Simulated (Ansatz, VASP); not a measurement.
**C: VASP beside Ansatz**

```xyz
4
Lattice="1.2008 -2.2781 0.0000 1.2008 2.2781 0.0000 0.0000 0.0000 7.3778" Properties=species:S:1:pos:R:3 pbc="T T T"
C     1.2008    1.8985    5.5322
C     1.2008   -0.3796    1.8456
C     1.2008   -1.8985    1.8456
C     1.2008    0.3796    5.5322
```

Change from the starting cell: normal strain along x -0.0233, normal strain along y +0.0700.

Alike in both runs: task single point; functional PBEsol; k mesh 18 × 18 × 6; occupations gaussian, width 0.15 eV; no spin polarisation.

|  | VASP | Ansatz |
| --- | --- | --- |
| version | VASP 6.6.1 | Ansatz 0.2.0 |
| potentials or method | VASP PAW PBE potentials, release 64 (C), cutoff 520 eV | scalar-relativistic, plane waves, PAW |
| valence electrons in the cell | 16 | 16 |

|  | VASP | Ansatz | Ansatz less VASP |
| --- | --- | --- | --- |
| gap on the k mesh at the Fermi level (eV) | 0.47 | 0.47 | -0.001 |
| least direct gap on the mesh (eV) | 0.61 | 0.60 | -0.002 |
| pressure (GPa) | -13.1 | -13.7 | -0.59 |
| traceless stress, the component that is largest in VASP (GPa) | -40.42 | -40.61 | -0.186 |
| rms of the force components (eV/Å) | 0.253 | 0.236 | -0.0171 |

VASP's potentials were made for PBE, not for PBEsol, and Ansatz warns of the same on its side. Atom by atom the forces differ by 0.017 eV/Å (rms over components). The functional is the same, so the differences come from potentials, cutoffs and numerics.
